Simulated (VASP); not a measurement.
# HfN (Fm-3m) in VASP: single point with PBE

Aim: the single point of HfN with PBE.

All numbers are computed with VASP 6.6.1; they aren't measurements. Logs are shortened: lines on timing, memory, paths and dates and some standing lists are left out, and cuts for length are marked.

### 1 The cell of the first run

The structure is cubic, space group Fm-3m (No. 225). Conventional cell: a = 4.512 Å, b = 4.512 Å, c = 4.512 Å, α = 90.00°, β = 90.00°, γ = 90.00°. Hf (site symmetry m-3m) has 6 N at 2.26 Å within 3.0 Å. Within 3.0 Å of N (site symmetry m-3m) lie 6 Hf at 2.26 Å.

### 2 Single point, PBE

INCAR

```
PREC = Accurate
ENCUT = 600
EDIFF = 1E-6
ISMEAR = 0
SIGMA = 0.05
LREAL = Auto
LASPH = True
NELM = 120
ALGO = Normal
ISIF = 2
LWAVE = False
LCHARG = False
GGA = PE
NBANDS = 236
GGA_COMPAT = False
```

KPOINTS

```
Automatic mesh
0
Gamma
  2 2 2
```

POSCAR

```
HfN
1.0
    0.0000000000      6.7680000000      6.7680000000
    6.7680000000      0.0000000000      6.7680000000
    6.7680000000      6.7680000000      0.0000000000
Hf N
27 27
Direct
    0.0000000000      0.0000000000      0.0000000000
    0.0000000000      0.0000000000      0.3333330000
    0.0000000000      0.0000000000      0.6666670000
    0.0000000000      0.3333330000      0.0000000000
    0.0000000000      0.3333330000      0.3333330000
    0.0000000000      0.3333330000      0.6666670000
    0.0000000000      0.6666670000      0.0000000000
    0.0000000000      0.6666670000      0.3333330000
    0.0000000000      0.6666670000      0.6666670000
    0.3333330000      0.0000000000      0.0000000000
    0.3333330000      0.0000000000      0.3333330000
    0.3333330000      0.0000000000      0.6666670000
    0.3333330000      0.3333330000      0.0000000000
    0.3333330000      0.3333330000      0.3333330000
    0.3333330000      0.3333330000      0.6666670000
    0.3333330000      0.6666670000      0.0000000000
    0.3333330000      0.6666670000      0.3333330000
    0.3333330000      0.6666670000      0.6666670000
    0.6666670000      0.0000000000      0.0000000000
    0.6666670000      0.0000000000      0.3333330000
    0.6666670000      0.0000000000      0.6666670000
    0.6666670000      0.3333330000      0.0000000000
    0.6666670000      0.3333330000      0.3333330000
    0.6666670000      0.3333330000      0.6666670000
    0.6666670000      0.6666670000      0.0000000000
    0.6666670000      0.6666670000      0.3333330000
    0.6666670000      0.6666670000      0.6666670000
    0.1666670000      0.1666670000      0.1666670000
    0.1666670000      0.1666670000      0.5000000000
    0.1666670000      0.1666670000      0.8333330000
    0.1666670000      0.5000000000      0.1666670000
    0.1666670000      0.5000000000      0.5000000000
    0.1666670000      0.5000000000      0.8333330000
    0.1666670000      0.8333330000      0.1666670000
    0.1666670000      0.8333330000      0.5000000000
    0.1666670000      0.8333330000      0.8333330000
    0.5000000000      0.1666670000      0.1666670000
    0.5000000000      0.1666670000      0.5000000000
    0.5000000000      0.1666670000      0.8333330000
    0.5000000000      0.5000000000      0.1666670000
    0.5000000000      0.5000000000      0.5000000000
    0.5000000000      0.5000000000      0.8333330000
    0.5000000000      0.8333330000      0.1666670000
    0.5000000000      0.8333330000      0.5000000000
    0.5000000000      0.8333330000      0.8333330000
    0.8333330000      0.1666670000      0.1666670000
    0.8333330000      0.1666670000      0.5000000000
    0.8333330000      0.1666670000      0.8333330000
    0.8333330000      0.5000000000      0.1666670000
    0.8333330000      0.5000000000      0.5000000000
    0.8333330000      0.5000000000      0.8333330000
    0.8333330000      0.8333330000      0.1666670000
    0.8333330000      0.8333330000      0.5000000000
    0.8333330000      0.8333330000      0.8333330000
```

Potentials or basis: VASP PAW PBE potentials, release 64 (Hf_pv, N).

Started as:

```console
$ cat potpaw_PBE.64/Hf_pv/POTCAR potpaw_PBE.64/N/POTCAR > POTCAR
$ mpirun -np 1 vasp_std > vasp.out
```

OUTCAR:

```text
PREC = Accurate
   ENCUT = 600
   EDIFF = 1E-6
   ISMEAR = 0
   LREAL = Auto
   LASPH = True
   NELM = 120
   ISIF = 2
   GGA = PE

 ion  position               nearest neighbor table
   1  0.000  0.000  0.000-  30 2.26  34 2.26  36 2.26  46 2.26  48 2.26  52 2.26  10 3.19  12 3.19
                            16 3.19  19 3.19  20 3.19  22 3.19   2 3.19   3 3.19   4 3.19   6 3.19
   2  0.000  0.000  0.333-  34 2.26  46 2.26  35 2.26  47 2.26  53 2.26  28 2.26  17 3.19  20 3.19
                            23 3.19   1 3.19   4 3.19   5 3.19   8 3.19  10 3.19  11 3.19  21 3.19
   3  0.000  0.000  0.667-  36 2.26  48 2.26  29 2.26  47 2.26  35 2.26  54 2.26  19 3.19  21 3.19
                            24 3.19   1 3.19   6 3.19   7 3.19   9 3.19  12 3.19  18 3.19  11 3.19
   4  0.000  0.333  0.000-  30 2.26  46 2.26  33 2.26  49 2.26  51 2.26  28 2.26  15 3.19  22 3.19
                            23 3.19   1 3.19   2 3.19   5 3.19   6 3.19  10 3.19  13 3.19   9 3.19
   5  0.000  0.333  0.333-  28 2.26  47 2.26  49 2.26  50 2.26  31 2.26  29 2.26   2 3.19   4 3.19
                            11 3.19  13 3.19  14 3.19  23 3.19  24 3.19  26 3.19   3 3.19   7 3.19
   6  0.000  0.333  0.667-  29 2.26  30 2.26  48 2.26  51 2.26  50 2.26  32 2.26  24 3.19   1 3.19
                             3 3.19   4 3.19  12 3.19  15 3.19  22 3.19  14 3.19  27 3.19   5 3.19
   7  0.000  0.667  0.000-  36 2.26  52 2.26  31 2.26  49 2.26  33 2.26  54 2.26  19 3.19  25 3.19
                            26 3.19   1 3.19   3 3.19   8 3.19   9 3.19  16 3.19  18 3.19  13 3.19
   8  0.000  0.667  0.333-  31 2.26  34 2.26  52 2.26  53 2.26  32 2.26  50 2.26  26 3.19   1 3.19
                             2 3.19   7 3.19  16 3.19  17 3.19  20 3.19  14 3.19  27 3.19   6 3.19
   9  0.000  0.667  0.667-  54 2.26  35 2.26  33 2.26  32 2.26  53 2.26  51 2.26   3 3.19   7 3.19
[... 70 lines left out ...]
 A1 = (   0.0000000000,   6.7680000000,   6.7680000000)
 A2 = (   6.7680000000,   0.0000000000,   6.7680000000)
 A3 = (   6.7680000000,   6.7680000000,   0.0000000000)

Analysis of symmetry for initial positions (statically):
=====================================================================
 Subroutine PRICEL returns following result:

  LATTYP: Found a face centered cubic cell.
 ALAT       =     4.5119954880

  Lattice vectors:

 A1 = (   0.0000000000,   2.2559977440,   2.2559977440)
 A2 = (   2.2559977440,   0.0000000000,   2.2559977440)
 A3 = (   2.2559977440,   2.2559977440,   0.0000000000)

  27 primitive cells build up your supercell.

 Routine SETGRP: Setting up the symmetry group for a
 face centered cubic supercell.

 Subroutine GETGRP returns: Found 48 space group operations
 (whereof 48 operations were pure point group operations)
 out of a pool of 48 trial point group operations.

The static configuration has the point symmetry O_h .

Analysis of symmetry for dynamics (positions and initial velocities):
=====================================================================
 Subroutine PRICEL returns following result:

  LATTYP: Found a face centered cubic cell.
 ALAT       =     4.5119954880

  Lattice vectors:

 A1 = (   0.0000000000,   2.2559977440,   2.2559977440)
 A2 = (   2.2559977440,   0.0000000000,   2.2559977440)
 A3 = (   2.2559977440,   2.2559977440,   0.0000000000)

  27 primitive cells build up your supercell.

 Routine SETGRP: Setting up the symmetry group for a
 face centered cubic supercell.

 Subroutine GETGRP returns: Found 48 space group operations
 (whereof 48 operations were pure point group operations)
 out of a pool of 48 trial point group operations.

The dynamic configuration has the point symmetry O_h .

 Subroutine INISYM returns: Found 48 space group operations
 (whereof 48 operations are pure point group operations),
 and found    27 'primitive' translations

----------------------------------------------------------------------------------------

                                     Primitive cell

  volume of cell :      22.9639

  direct lattice vectors                    reciprocal lattice vectors
     0.000000000  2.255997744  2.255997744    -0.221631427  0.221631427  0.221631427
     2.255997744  0.000000000  2.255997744     0.221631427 -0.221631427  0.221631427
     2.255997744  2.255997744  0.000000000     0.221631427  0.221631427 -0.221631427

  length of vectors
     3.190462606  3.190462606  3.190462606     0.383876893  0.383876893  0.383876893

  position of ions in fractional coordinates (direct lattice)
     0.000000000  0.000000000  0.000000000
     0.500001500  0.500001500  0.500001500

  ion indices of the primitive-cell ions
   primitive index   ion index
                 1           1
                 2          28

----------------------------------------------------------------------------------------

 KPOINTS: Automatic mesh

Automatic generation of k-mesh.
 Grid dimensions read from file:
 generate k-points for:    2    2    2

 Generating k-lattice:

  Cartesian coordinates                     Fractional coordinates (reciprocal lattice)
    -0.036938534  0.036938534  0.036938534     0.500000000  0.000000000  0.000000000
     0.036938534 -0.036938534  0.036938534     0.000000000  0.500000000  0.000000000
     0.036938534  0.036938534 -0.036938534     0.000000000  0.000000000  0.500000000

  Length of vectors
     0.063979418  0.063979418  0.063979418

  Shift w.r.t. Gamma in fractional coordinates (k-lattice)
     0.000000000  0.000000000  0.000000000

 Subroutine IBZKPT returns following result:
 ===========================================

 Found      3 irreducible k-points:

 Following reciprocal coordinates:
            Coordinates               Weight
  0.000000  0.000000  0.000000      1.000000
  0.500000  0.000000  0.000000      4.000000
  0.500000  0.500000  0.000000      3.000000
   k-points           NKPTS =      3   k-points in BZ     NKDIM =      3   number of bands    NBANDS=    236
   number of dos      NEDOS =    301   number of ions     NIONS =     54
   total plane-waves  NPLWV = 512000
   dimension x,y,z NGX =    80 NGY =   80 NGZ =   80
   dimension x,y,z NGXF=   160 NGYF=  160 NGZF=  160
   ions per type =              27  27
   NGX,Y,Z   is equivalent  to a cutoff of  13.90, 13.90, 13.90 a.u.
   NGXF,Y,Z  is equivalent  to a cutoff of  27.79, 27.79, 27.79 a.u.
 SYSTEM =  unknown system
   PREC   = accura    normal or accurate (medium, high low for compatibility)
   ISTART =      0    job   : 0-new  1-cont  2-samecut
   ICHARG =      2    charge: 1-file 2-atom 10-const
   ISPIN  =      1    spin polarized calculation?
   LNONCOLLINEAR =      F non collinear calculations
   LSORBIT =      F    spin-orbit coupling
   LASPH  =      T    aspherical Exc in radial PAW
   ENCUT  =  600.0 eV  44.10 Ry    6.64 a.u.  19.12 19.12 19.12*2*pi/ulx,y,z
   NELM   =    120;   NELMIN=  2; NELMDL= -5     # of ELM steps
   EDIFF  = 0.1E-05   stopping-criterion for ELM
   LREAL  =      T    real-space projection
   EDIFFG = 0.1E-04   stopping-criterion for IOM
   NSW    =      0    number of steps for IOM
   IBRION =     -1    ionic relax: 0-MD 1-quasi-New 2-CG
   NFREE  =      0    steps in history (QN), initial steepest desc. (CG)
   ISIF   =      2    stress and relaxation
   ISYM   =      2    0-nonsym 1-usesym 2-fastsym
   POTIM  = 0.5000    time-step for ionic-motion
   TEBEG  =    0.0;   TEEND  =   0.0 temperature during run
   PSTRESS=    0.0 pullay stress
   NELECT =     405.0000    total number of electrons
   NUPDOWN=      -1.0000    fix difference up-down
   EMIN   =  10.00;   EMAX   =-10.00  energy-range for DOS
   EFERMI =   0.00;   METHOD = LEGACY
   ISMEAR =     0;   SIGMA  =   0.05  broadening in eV -4-tet -1-fermi 0-gaus
   EFERMI_NEDOS =   21; number of points for ismear=-14 and -15
   IALGO  =     38    algorithm
   IMIX   =      4    mixing-type and parameters
     AMIX     =   0.40;   BMIX     =  1.00
     AMIX_MAG =   1.60;   BMIX_MAG =  1.00
  volume/ion in A,a.u.               =      11.48        77.48
  Fermi-wavevector in a.u.,A,eV,Ry     =   1.420440  2.684242 27.451783  2.017649
  Thomas-Fermi vector in A             =   2.541355
   LORBIT       =      0    0 simple, 1 ext, 2 COOP (PROOUT), +10 PAW based schemes
   GGA     = PE    functional components
   LHFCALC =     F    Hartree Fock is set to
   AEXX    =    0.0000 exact exchange contribution
   IVDW    =     0    specifies the selected vdW correction
   LEPSILON=     F    determine dielectric tensor
   LRPA    =     F    only Hartree local field effects (RPA)
 non-spin polarized calculation
 Gauss-broadening in eV      SIGMA  =   0.05
  energy-cutoff  :      600.00
  volume of cell :      620.03
 maximum number of plane-waves:     20714
 NGX is ok and might be reduce to    80
   NGX = 39   NGY = 39   NGZ = 39

 number of electron     405.0000004 magnetization

 Free energy of the ion-electron system (eV)
  ---------------------------------------------------
  ext. energy  EPLUGINS =         0.00000000
  ---------------------------------------------------
  free energy    TOTEN  =      -588.44344250 eV

  energy without entropy =     -588.42097231  energy(sigma->0) =     -588.43220740

 E-fermi :   8.5521     XC(G=0): -12.7538

 val. band max:        8.5283014164   @ k =   0.5000   0.0000   0.0000
 cond. band min:       8.8941853356   @ k =   0.5000   0.0000   0.0000
 fundamental gap:      0.3658839192
 Fermi energy:         8.5521193884

 k-point     1 :       0.0000    0.0000    0.0000
  band No.  band energies     occupation
      1     -23.4744      2.00000
      2     -23.4744      2.00000
      3     -23.4744      2.00000
      4     -23.4744      2.00000
      5     -23.4744      2.00000
      6     -23.4744      2.00000
[... 640 lines left out ...]
    213       9.2798      0.00000
    214       9.2798      0.00000
 [bands above 214 left out]

------------------------ aborting loop because EDIFF is reached ----------------------------------------

  FORCE on cell =-STRESS in cart. coord.  units (eV):
  Direction    XX          YY          ZZ          XY          YZ          ZX
  --------------------------------------------------------------------------------------
  -------------------------------------------------------------------------------------
  Total       14.9663820     14.9663820     14.9663820      0.0000000     -0.0000000     -0.0000000
  in kB       38.6737568     38.6737568     38.6737568      0.0000000     -0.0000000     -0.0000000
  external PRESSURE =      38.6737568 kB  Pullay stress =       0.0000000 kB

 VOLUME and BASIS-vectors are now :
 -----------------------------------------------------------------------------
  energy-cutoff  :      600.00
  volume of cell :      620.03
      direct lattice vectors                 reciprocal lattice vectors
     0.000000000  6.768000000  6.768000000    -0.073877069  0.073877069  0.073877069
     6.768000000  0.000000000  6.768000000     0.073877069 -0.073877069  0.073877069
     6.768000000  6.768000000  0.000000000     0.073877069  0.073877069 -0.073877069

 POSITION                                       TOTAL-FORCE (eV/Angst)
 -----------------------------------------------------------------------------------
      0.00000      0.00000      0.00000         0.000000      0.000000     -0.000000
      2.25600      2.25600      0.00000        -0.000000     -0.000000     -0.000000
      4.51200      4.51200      0.00000         0.000000      0.000000     -0.000000
      2.25600      0.00000      2.25600        -0.000000     -0.000000      0.000000
      4.51200      2.25600      2.25600        -0.000000      0.000000     -0.000000
      6.76800      4.51200      2.25600        -0.000000     -0.000000      0.000000
[... 46 lines left out ...]
      9.02400      9.02400     11.28000         0.000000      0.000000     -0.000000
     11.28000     11.28000     11.28000         0.000000      0.000000     -0.000000
 -----------------------------------------------------------------------------------
    total drift:                               -0.000000     -0.000000      0.000000

  FREE ENERGIE OF THE ION-ELECTRON SYSTEM (eV)
  ---------------------------------------------------
  free  energy   TOTEN  =      -588.4434424955 eV

  energy  without entropy=     -588.4209723060  energy(sigma->0) =     -588.43220740
```

It took 31 min on 1 thread of Intel Xeon Platinum 8124M at 3.00GHz (Skylake/Cascade Lake), shared host; peak memory 1.2 GiB.

What came out:

```yaml
Free_energy: -588.4434 eV
Pressure: 3.9 GPa
Band_gap_on_the_k_mesh: zero (an odd number of electrons rules out a gap without spin polarisation)
```

Levels at points of the mesh, in eV from the Fermi level:
```
           k point  band 201  band 202  band 203  band 204  band 205  band 206
(0.00, 0.00, 0.00)      0.42      0.42      0.42      0.42      0.42      0.42
(0.50, 0.00, 0.00)     -1.22     -0.02     -0.02      0.34      0.34      0.34
(0.50, 0.50, 0.00)     -0.54     -0.54     -0.54     -0.54      0.55      0.55
```

Caveat: the k points lie up to 0.40 Å⁻¹ apart, too coarse for converged energies and pressures of a metal; spin-orbit coupling is left out, which moves the levels of the heavy elements; an odd number of electrons without spin polarisation forces a metal; a magnetic or distorted state may lie lower.

The gap in the log of VASP goes by the Fermi energy; the results here count the filled bands.